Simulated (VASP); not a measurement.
A run of VASP 6.6.1 is set up as follows.

Contents of INCAR:

```
  PREC = Accurate
  ENCUT = 520
  EDIFF = 1E-6
  ISMEAR = -1
  SIGMA = 0.1
  LREAL = False
  LASPH = True
  NELM = 80
  ALGO = Normal
  ISIF = 2
  LWAVE = False
  LCHARG = False
  GGA = PS
  NBANDS = 19
```

The input KPOINTS:

```
Automatic mesh
0
Gamma
  14 14 8
```

POSCAR

```
Ti
1.0
    2.9012254736      0.0000000000      0.0000000000
   -1.4506127368      2.5125349623      0.0000000000
    0.0000000000      0.0000000000      4.5941229690
Ti
2
Direct
    0.3333333333      0.6666666667      0.2500000000
    0.6666666667      0.3333333333      0.7500000000
```

Potentials or basis: VASP PAW PBE potentials, release 64 (Ti_sv).

The run is started by

```sh
$ cat potpaw_PBE.64/Ti_sv/POTCAR > POTCAR
$ mpirun -np 1 vasp_std > vasp.out
```

Estimate the pressure.

-0.2 GPa.

Estimate the band gap on the k mesh.

zero (bands 12 and 13 overlap by 1.05 eV).

Caveat: the PAW data sets were made with another functional, which shifts forces and pressure a little.
